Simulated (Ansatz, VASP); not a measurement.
**Two plane-wave programs on MoH5**

```
H Mo
1.0
     4.59838    0.00000    0.00000
    -2.29919    3.98231    0.00000
     0.00000    0.00000    4.13208
H Mo
5 1
Direct
  0.00000 0.63834 0.00000
  0.63834 0.00000 0.00000
  0.36166 0.36166 0.00000
  0.66667 0.33333 0.50000
  0.33333 0.66667 0.50000
  0.00000 0.00000 0.50000
```

Change from the starting cell: species swapped into the YMg5 type (P-62m, No. 189).

Alike in both runs: task relaxation of cell and atoms; functional PBE; k mesh 6 × 6 × 4; occupations gaussian, width 0.1 eV; no spin polarisation.

|  | VASP | Ansatz |
| --- | --- | --- |
| version | VASP 6.6.1 | Ansatz 0.2.0 |
| potentials or method | VASP PAW PBE potentials, release 64 (H, Mo_sv), cutoff 600 eV | scalar-relativistic, plane waves, PAW |
| valence electrons in the cell | 19 | 19 |

Ansatz gave:

| Property | Result |
| --- | --- |
| gap on the k mesh at the Fermi level, each at its own relaxed structure (eV) | none |
| relaxed volume (Å³/atom) | 5.30 |
| relaxed cell length with the largest relative difference (Å) | 3.423 |

**Question.** Which values does VASP return?

**Answer.** gap on the k mesh at the Fermi level, each at its own relaxed structure (eV): none; relaxed volume (Å³/atom): 5.29; relaxed cell length with the largest relative difference (Å): 3.420.

A gap of «none» marks a metal or a gap that the smearing closes.

The k mesh is coarse, so the values compare programs but aren't converged. Noted on VASP's run: the volume moved by over 15 % at a fixed basis, so the end points are rough.
